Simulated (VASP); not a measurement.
Here is a VASP 6.6.1 calculation.

File INCAR:

```
SYSTEM = V
  PREC = Accurate
  ENCUT = 520
  EDIFF = 1E-7
  ISMEAR = 0
  SIGMA = 0.15
  LREAL = .FALSE.
  LASPH = .TRUE.
  NELM = 80
  ALGO = Normal
  ISIF = 2
  LWAVE = .FALSE.
  LCHARG = .FALSE.
  GGA = PS
  NBANDS = 12
```

Contents of KPOINTS:

```
regular mesh
0
G
  22 22 22
  0 0 0
```

The input POSCAR:

```
V
1.0
   -1.4676100000      1.4676100000      1.5130000000
    1.4676100000     -1.4676100000      1.5130000000
    1.4676100000      1.4676100000     -1.5130000000
V
1
Direct
    0.0000000000      0.0000000000      0.0000000000
```

Potentials or basis: VASP PAW PBE potentials, release 64 (V_sv).

The run is started by

```bash
$ cat potpaw_PBE.64/V_sv/POTCAR > POTCAR
$ mpirun -np 1 vasp_std > vasp.out
```

Predict the band gap on the k mesh.

zero (an odd number of electrons rules out a gap without spin polarisation).

Estimate the pressure.

-1.0 GPa.

Stress tensor (GPa, compression positive):
```
 0.43  0.00  0.00
 0.00  0.43  0.00
 0.00  0.00 -3.76
```

Caveat: the cell differs from its parent crystal (strain -0.030 along x and y, +0.000 along z); the PAW data sets were made with another functional, which shifts forces and pressure a little.
